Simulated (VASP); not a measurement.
Set up this calculation in VASP 6.6.1, as the native input.

```yaml
Task: single point
Functional: PBE
Potentials_or_basis: VASP PAW PBE potentials, release 64 (Zn, Au)
Cutoff: 520 eV
k_mesh: 14 × 14 × 14
Occupations: gaussian, width 0.1 eV
Spin: no spin polarisation
Dipole_correction: no
Further_INCAR_settings: ALGO = Normal; EDIFF = 1e-07; NBANDS = 18
```

The structure of ZnAu lies in POSCAR:

```
ZnAu
1.0
    3.1866968921      0.0000000000      0.0000000000
    0.0000000000      3.1866968921      0.0000000000
    0.0000000000      0.0000000000      3.1866968921
Zn Au
1 1
Direct
    0.5000000000      0.5000000000      0.5000000000
    0.0000000000      0.0000000000      0.0000000000
```

The input as run:

INCAR

```
SYSTEM = ZnAu
ALGO     = Normal         ! electronic algorithm
EDIFF    = 1E-7           ! SCF threshold, eV
ENCUT    = 520            ! plane-wave cutoff, eV
GGA      = PE             ! functional
ISIF     = 2              ! what is computed and relaxed
ISMEAR   = 0              ! smearing method
LASPH    = .TRUE.         ! aspherical terms in the spheres
LCHARG   = .FALSE.        ! write CHGCAR
LREAL    = .FALSE.        ! projectors in reciprocal space
LWAVE    = .FALSE.        ! write WAVECAR
NBANDS   = 18             ! bands
NELM     = 80             ! most SCF steps
PREC     = Accurate       ! precision mode
SIGMA    = 0.1            ! smearing width, eV
```

KPOINTS

```
k-points
0
G
  14 14 14
  0 0 0
```

Potentials or basis: VASP PAW PBE potentials, release 64 (Zn, Au).

Command:

```console
$ cat potpaw_PBE.64/Zn/POTCAR potpaw_PBE.64/Au/POTCAR > POTCAR
$ mpirun -np 1 vasp_std > vasp.out
```

Results of the run:

```
Pressure               : 0.1 GPa
Band gap on the k mesh : zero (an odd number of electrons rules out a gap without spin polarisation)
```

Caveat: spin-orbit coupling is left out, which moves the levels of the heavy elements.

Run time: 50 s on 1 thread of Intel Xeon 8259CL, with other jobs on the host, peak memory 0.2 GiB.
